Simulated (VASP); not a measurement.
Mg3BeS:

```
CELL_PARAMETERS angstrom
3.99038 0.00000 0.00000
-1.99519 3.45577 0.00000
0.00000 0.00000 7.07933
ATOMIC_POSITIONS crystal
Mg 0.66667 0.33333 0.28348
Mg 0.66667 0.33333 0.71652
Mg 0.00000 0.00000 0.00000
Be 0.33333 0.66667 0.00000
S 0.00000 0.00000 0.50000
```

The cell was built from a structure type or drawn by symmetry, and may not be a known phase.

| Item | Value |
| --- | --- |
| Program | VASP 6.6.1 |
| Task | relaxation of cell and atoms |
| Functional | PBE |
| Potentials or basis | VASP PAW PBE potentials, release 64 (Mg, Be, S) |
| Cutoff | 600 eV |
| k mesh | 12 × 12 × 6 |
| Occupations | gaussian, width 0.1 eV |
| Spin | no spin polarisation |

At the start: pressure -0.3 GPa; volume 19.52 Å³/atom.

Where does the relaxation end?

Over 10 steps the energy falls by 2.4 meV/atom and the volume is 19.47 Å³/atom (-0.3 %); space group P-6m2 (No. 187, to 0.1 Å) before and after.

The path:
```tsv
step	energy change (eV)	largest force (eV/Å)	pressure (GPa)	volume (Å³)
1	0.0000	0.0849	-0.33	97.62
2	-0.0069	0.0902	0.00	97.05
3	-0.0096	0.0933	0.33	96.48
4	-0.0096	0.0935	0.36	96.41
5	-0.0115	0.0577	0.15	96.98
6	-0.0120	0.0266	-0.05	97.47
7	-0.0120	0.0286	-0.06	97.44
8	-0.0119	0.0433	0.03	97.21
9	-0.0120	0.0301	-0.05	97.42
10	-0.0121	0.0051	-0.01	97.34
```

Final structure:
```
CELL_PARAMETERS angstrom
3.95039 0.00000 0.00000
-1.97519 3.42114 0.00000
0.00000 0.00000 7.20213
ATOMIC_POSITIONS crystal
Mg 0.66667 0.33333 0.28669
Mg 0.66667 0.33333 0.71331
Mg 0.00000 0.00000 0.00000
Be 0.33333 0.66667 0.00000
S 0.00000 0.00000 0.50000
```
